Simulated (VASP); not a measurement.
# HgTe (F-43m) in VASP: notebook

HgTe is run at these levels: PBE; tasks: electric field gradients.

Everything below comes from runs of VASP 6.6.1. Logs are shortened: lines on timing, memory, paths and dates and some standing lists are left out, and cuts for length are marked.

## Step 1: The cell of the first run

Symmetry: F-43m, No. 216, cubic system. Conventional cell: a = 6.317 Å, b = 6.317 Å, c = 6.317 Å, α = 90.00°, β = 90.00°, γ = 90.00°. Hg (site symmetry -43m) has 4 Te at 2.74 Å within 3.6 Å. Te (site symmetry -43m) has 4 Hg at 2.74 Å within 3.6 Å.

## Step 2: Electric field gradients, PBE (volume scaled by 0.9405)

Contents of INCAR:

```
  ALGO = Normal
  EDIFF = 1E-8
  ENCUT = 520
  GGA = PE
  ISIF = 2
  ISMEAR = -1
  LASPH = True
  LCHARG = False
  LEFG = True
  LREAL = False
  LWAVE = False
  NBANDS = 16
  NELM = 80
  PREC = Accurate
  SIGMA = 0.05
```

Contents of KPOINTS:

```
k-points
0
Gamma
  9 9 9
```

Contents of POSCAR:

```
HgTe
1.0
    0.0000000000      3.1582555974      3.1582555974
    3.1582555974      0.0000000000      3.1582555974
    3.1582555974      3.1582555974      0.0000000000
Hg Te
1 1
Direct
    0.0000000000      0.0000000000      0.0000000000
    0.7500000000      0.7500000000      0.7500000000
```

Potentials or basis: VASP PAW PBE potentials, release 64 (Hg, Te).

Started as:

```sh
> cat potpaw_PBE.64/Hg/POTCAR potpaw_PBE.64/Te/POTCAR > POTCAR
> mpirun -np 1 vasp_std > vasp.out
```

OUTCAR:

```text
EDIFF = 1E-8
   ENCUT = 520
   GGA = PE
   ISIF = 2
   ISMEAR = -1
   LASPH = True
   LREAL = False
   NELM = 80
   PREC = Accurate

 ion  position               nearest neighbor table
   1  0.000  0.000  0.000-   2 2.74   2 2.74   2 2.74   2 2.74
   2  0.750  0.750  0.750-   1 2.74   1 2.74   1 2.74   1 2.74

  LATTYP: Found a face centered cubic cell.
 ALAT       =     6.3165111948

  Lattice vectors:

 A1 = (   0.0000000000,   3.1582555974,   3.1582555974)
 A2 = (   3.1582555974,   0.0000000000,   3.1582555974)
 A3 = (   3.1582555974,   3.1582555974,   0.0000000000)

Analysis of symmetry for initial positions (statically):
=====================================================================
 Subroutine PRICEL returns:
 Original cell was already a primitive cell.

 Routine SETGRP: Setting up the symmetry group for a
 face centered cubic supercell.

 Subroutine GETGRP returns: Found 24 space group operations
 (whereof 24 operations were pure point group operations)
 out of a pool of 48 trial point group operations.

The static configuration has the point symmetry T_d .

Analysis of symmetry for dynamics (positions and initial velocities):
=====================================================================
 Subroutine PRICEL returns:
 Original cell was already a primitive cell.

 Routine SETGRP: Setting up the symmetry group for a
 face centered cubic supercell.

 Subroutine GETGRP returns: Found 24 space group operations
 (whereof 24 operations were pure point group operations)
 out of a pool of 48 trial point group operations.

The dynamic configuration has the point symmetry T_d .

 Subroutine INISYM returns: Found 24 space group operations
 (whereof 24 operations are pure point group operations),
 and found     1 'primitive' translations

----------------------------------------------------------------------------------------

                                     Primitive cell

  volume of cell :      63.0045

  direct lattice vectors                    reciprocal lattice vectors
[... 121 lines left out ...]
 maximum number of plane-waves:      1720
 NGX is ok and might be reduce to    36
   NGX = 17   NGY = 17   NGZ = 17

 number of electron      18.0000000 magnetization

 Free energy of the ion-electron system (eV)
  ---------------------------------------------------
  ext. energy  EPLUGINS =         0.00000000
  ---------------------------------------------------
  free energy    TOTEN  =        -3.42201433 eV

  energy without entropy =       -3.42159483  energy(sigma->0) =       -3.42180458

 E-fermi :   3.9228     XC(G=0):  -9.0640

 val. band max:        3.8686873873   @ k =   0.0000   0.0000   0.0000
 cond. band min:       4.5573088775   @ k =   0.1111   0.0000   0.0000
 fundamental gap:      0.6886214902
 Fermi energy:         3.9228146336

 k-point     1 :       0.0000    0.0000    0.0000
  band No.  band energies     occupation
      1      -8.6510      2.00000
      2      -3.9229      2.00000
      3      -3.9229      2.00000
      4      -3.9229      2.00000
      5      -3.3047      2.00000
      6      -3.3047      2.00000
[... 433 lines left out ...]
      3      -3.5360      2.00000
      4      -3.5360      2.00000
      5      -3.2339      2.00000
      6      -2.9122      2.00000
[... 8 lines left out ...]
     15      14.1374      0.00000
     16      15.8556      0.00000

 [... further k-points ...]

------------------------ aborting loop because EDIFF is reached ----------------------------------------

  FORCE on cell =-STRESS in cart. coord.  units (eV):
  Direction    XX          YY          ZZ          XY          YZ          ZX
  --------------------------------------------------------------------------------------
  -------------------------------------------------------------------------------------
  Total        3.1511397      3.1511397      3.1511397      0.0000000      0.0000000      0.0000000
  in kB       80.1320813     80.1320813     80.1320813      0.0000000      0.0000000      0.0000000
  external PRESSURE =      80.1320813 kB  Pullay stress =       0.0000000 kB

 VOLUME and BASIS-vectors are now :
 -----------------------------------------------------------------------------
  energy-cutoff  :      520.00
  volume of cell :       63.00
      direct lattice vectors                 reciprocal lattice vectors
     0.000000000  3.158255597  3.158255597    -0.158315242  0.158315242  0.158315242
     3.158255597  0.000000000  3.158255597     0.158315242 -0.158315242  0.158315242
     3.158255597  3.158255597  0.000000000     0.158315242  0.158315242 -0.158315242

 POSITION                                       TOTAL-FORCE (eV/Angst)
 -----------------------------------------------------------------------------------
      0.00000      0.00000      0.00000         0.000000      0.000000      0.000000
      4.73738      4.73738      4.73738        -0.000000     -0.000000     -0.000000
 -----------------------------------------------------------------------------------
    total drift:                                0.000000      0.000000      0.000000

  FREE ENERGIE OF THE ION-ELECTRON SYSTEM (eV)
  ---------------------------------------------------
  free  energy   TOTEN  =        -3.4220143326 eV

  energy  without entropy=       -3.4215948283  energy(sigma->0) =       -3.42180458

 Electric field gradients (V/A^2)
---------------------------------------------------------------------
 ion       V_xx      V_yy      V_zz      V_xy      V_xz      V_yz
---------------------------------------------------------------------
   1      -0.000    -0.000    -0.000    -0.001    -0.001    -0.001
   2      -0.000    -0.000    -0.000     0.000     0.000     0.000
---------------------------------------------------------------------

 Electric field gradients after diagonalization (V/A^2)
 (convention: |V_zz| > |V_xx| > |V_yy|)
----------------------------------------------------------------------
 ion       V_xx      V_yy      V_zz     asymmetry (V_yy - V_xx)/ V_zz
----------------------------------------------------------------------
   1       0.001     0.001    -0.001       0.000
   2      -0.000    -0.000     0.000       0.000
----------------------------------------------------------------------

           NMR quadrupolar parameters

 Cq : quadrupolar parameter    Cq=e*Q*V_zz/h
 eta: asymmetry parameters     (V_yy - V_xx)/ V_zz
 Q  : nuclear electric quadrupole moment in mb (millibarn)
----------------------------------------------------------------------
 ion       Cq(MHz)       eta       Q (mb)
----------------------------------------------------------------------
   1      -0.000       0.000       1.000
   2       0.000       0.000       1.000
----------------------------------------------------------------------
```

OSZICAR:

```text
N       E                     dE             d eps       ncg     rms          rms(c)
DAV:   1     0.106600663671E+03    0.10660E+03   -0.82375E+03  1120   0.984E+02
DAV:   2     0.556612997300E-01   -0.10655E+03   -0.99405E+02  1304   0.229E+02
DAV:   3    -0.361449670485E+01   -0.36702E+01   -0.36623E+01  1392   0.443E+01
DAV:   4    -0.364724351103E+01   -0.32747E-01   -0.32745E-01  1656   0.387E+00
DAV:   5    -0.364736872350E+01   -0.12521E-03   -0.12521E-03  1464   0.197E-01    0.897E+00
DAV:   6    -0.343276371660E+01    0.21461E+00   -0.41248E-01  1344   0.905E+00    0.691E+00
DAV:   7    -0.342312197943E+01    0.96417E-02   -0.11349E-01  1256   0.239E+00    0.229E+00
DAV:   8    -0.342196545377E+01    0.11565E-02   -0.13484E-02  1272   0.137E+00    0.617E-01
DAV:   9    -0.342197223298E+01   -0.67792E-05   -0.78637E-04  1424   0.325E-01    0.162E-01
DAV:  10    -0.342200147858E+01   -0.29246E-04   -0.87466E-05  1392   0.814E-02    0.522E-02
DAV:  11    -0.342201729865E+01   -0.15820E-04   -0.41054E-05  1328   0.541E-02    0.494E-02
DAV:  12    -0.342201468825E+01    0.26104E-05   -0.50417E-06  1248   0.237E-02    0.228E-02
DAV:  13    -0.342201424829E+01    0.43996E-06   -0.15011E-06  1304   0.714E-03    0.142E-03
DAV:  14    -0.342201423352E+01    0.14767E-07   -0.19693E-07  1392   0.421E-03    0.581E-03
DAV:  15    -0.342201430598E+01   -0.72460E-07   -0.27102E-08  1368   0.179E-03    0.215E-03
DAV:  16    -0.342201436024E+01   -0.54263E-07   -0.11520E-08  1144   0.582E-04    0.664E-04
DAV:  17    -0.342201433709E+01    0.23156E-07   -0.80616E-10   664   0.201E-04    0.153E-04
DAV:  18    -0.342201433257E+01    0.45134E-08   -0.70579E-11   656   0.751E-05
   1 F= -.34220143E+01 E0= -.34218046E+01  d E =-.419504E-03
```

Wall time 48 s (1 thread of Intel Xeon Platinum 8488C (Sapphire Rapids), shared host); peak memory 0.21 GiB.

Results:

| Quantity | Value |
| --- | --- |
| Free energy | -3.4220 eV |
| Pressure | 8.0 GPa |
| Band gap on the k mesh | zero (filled and empty bands touch) |

Caveat: without QUAD_EFG the Cq values of the log hold for a quadrupole moment of 1 mb, not for the nuclei; spin-orbit coupling is left out, which moves the levels of the heavy elements.

[end of part 1 of 2]
